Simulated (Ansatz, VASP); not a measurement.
**ZrB2 in VASP and in Ansatz**

Contents of INCAR:

```
SYSTEM = ZrB2
PREC     = Accurate       ! precision mode
ENCUT    = 600            ! plane-wave cutoff, eV
EDIFF    = 1E-6           ! SCF threshold, eV
ISMEAR   = -1             ! smearing method
SIGMA    = 0.1            ! smearing width, eV
LREAL    = .FALSE.        ! projectors in reciprocal space
LASPH    = .TRUE.         ! aspherical terms in the spheres
NELM     = 100            ! most SCF steps
ALGO     = Normal         ! electronic algorithm
ISIF     = 3              ! what is computed and relaxed
LWAVE    = .FALSE.        ! write WAVECAR
LCHARG   = .FALSE.        ! write CHGCAR
GGA      = CA             ! functional
IBRION   = 2              ! ionic algorithm
NSW      = 80             ! ionic steps
EDIFFG   = -0.01          ! ionic threshold
```

Contents of KPOINTS:

```
regular mesh
0
G
  11 11 9
  0 0 0
```

Contents of POSCAR:

```
ZrB2
1.0
    3.1700000000      0.0000000000      0.0000000000
   -1.5850000000      2.7453005300      0.0000000000
    0.0000000000      0.0000000000      3.5330000000
Zr B
1 2
Direct
    0.0000000000      0.0000000000      0.0000000000
    0.3333333300      0.6666666700      0.5000000000
    0.6666666700      0.3333333300      0.5000000000
```

Input for Ansatz:

```yaml
crystal:
  lattice:
    - [3.17, 0.0, 0.0]
    - [-1.585, 2.74530053, 0.0]
    - [0.0, 0.0, 3.533]
  atoms:
    - { symbol: Zr, position: [0.0, 0.0, 0.0] }
    - { symbol: B, position: [0.33333333, 0.66666667, 0.5] }
    - { symbol: B, position: [0.66666667, 0.33333333, 0.5] }
  symmetry: { tolerance: 0.0003 }
hamiltonian:
  xc: lda
  pseudopotentials: { kind: paw, azcp: { folder: soft_1 } }
basis:
  ecutwfc: 420
magnetization:
  spin_polarized: false
scf:
  occupations: { method: fermi_dirac, width: 0.1 }
kpoints:
  mp_grid: { grid: [11, 11, 9], shift: [0, 0, 0] }
output:
  forces: true
  stress: true
  eigenvalues: true
relax:
  max_steps: 60
  cell: {}
```

Alike in both runs: task relaxation of cell and atoms; functional LDA; k mesh 11 × 11 × 9; occupations fermi-dirac, width 0.1 eV; no spin polarisation.

```csv
,VASP,Ansatz
version,VASP 6.6.1,Ansatz 0.2.0
potentials or method,"VASP PAW LDA potentials, release 64 (Zr_sv, B), cutoff 600 eV",PAW plane waves
valence electrons in the cell,18,18
```

VASP gave:

- gap on the k mesh at the Fermi level, each at its own relaxed structure (eV): none
- relaxed volume (Å³/atom): 9.90
- relaxed cell length with the largest relative difference (Å): 3.492

**Question.** Which values does Ansatz return?

**Answer.** gap on the k mesh at the Fermi level, each at its own relaxed structure (eV): none; relaxed volume (Å³/atom): 9.89; relaxed cell length with the largest relative difference (Å): 3.490.

Ansatz warns that its potentials were made for another functional, while VASP's fit it. LDA's correlation is that of Perdew and Zunger in VASP and of Perdew and Wang (1992) in Ansatz. A gap of «none» marks a metal or a gap that the smearing closes.
